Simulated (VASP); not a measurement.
Crystal: CdSe.

```
Cd Se
1.0
     4.38270    0.00000    0.00000
    -2.19135    3.79553    0.00000
     0.00000    0.00000   14.30532
Cd Se
4 4
Direct
  0.00000 0.00000 0.99984
  0.33333 0.66667 0.24997
  0.00000 0.00000 0.49984
  0.66667 0.33333 0.74997
  0.00000 0.00000 0.18747
  0.33333 0.66667 0.43773
  0.00000 0.00000 0.68747
  0.66667 0.33333 0.93773
```

* Program: VASP 6.6.1
* Task: relaxation of cell and atoms
* Functional: LDA
* Potentials or basis: VASP PAW LDA potentials, release 64 (Cd, Se)
* Cutoff: 600 eV
* k mesh: 6 × 6 × 2
* Occupations: fermi-dirac, width 0.02 eV
* Spin: no spin polarisation

At the start: pressure -4.0 GPa; volume 29.75 Å³/atom.

Task: How do energy, volume and symmetry change on relaxing?

Result: Over 6 steps the energy falls by 33.1 meV/atom and the volume is 27.32 Å³/atom (-8.2 %); space group P6_3mc (No. 186, to 0.1 Å) before and after.

Step by step:
```
step  energy change (eV)  largest force (eV/Å)  pressure (GPa)  volume (Å³)
   1              0.0000                0.0039           -4.03       237.96
   2             -0.2394                0.0092            1.55       213.11
   3             -0.2649                0.0065            0.00       218.52
   4             -0.2648                0.0067            0.10       218.14
   5             -0.2649                0.0035           -0.03       218.67
   6             -0.2649                0.0043           -0.01       218.55
```

Final structure:
```xyz
8
Lattice="4.2601 0.0000 0.0000 -2.1300 3.6893 0.0000 0.0000 0.0000 13.9054" Properties=species:S:1:pos:R:3 pbc="T T T"
Cd    0.0000    0.0000   13.9033
Cd    0.0000    2.4595    3.4758
Cd    0.0000    0.0000    6.9506
Cd    2.1300    1.2298   10.4284
Se    0.0000    0.0000    2.6067
Se    0.0000    2.4595    6.0868
Se   -2.1300    3.6893    9.5594
Se    2.1300    1.2298   13.0395
```
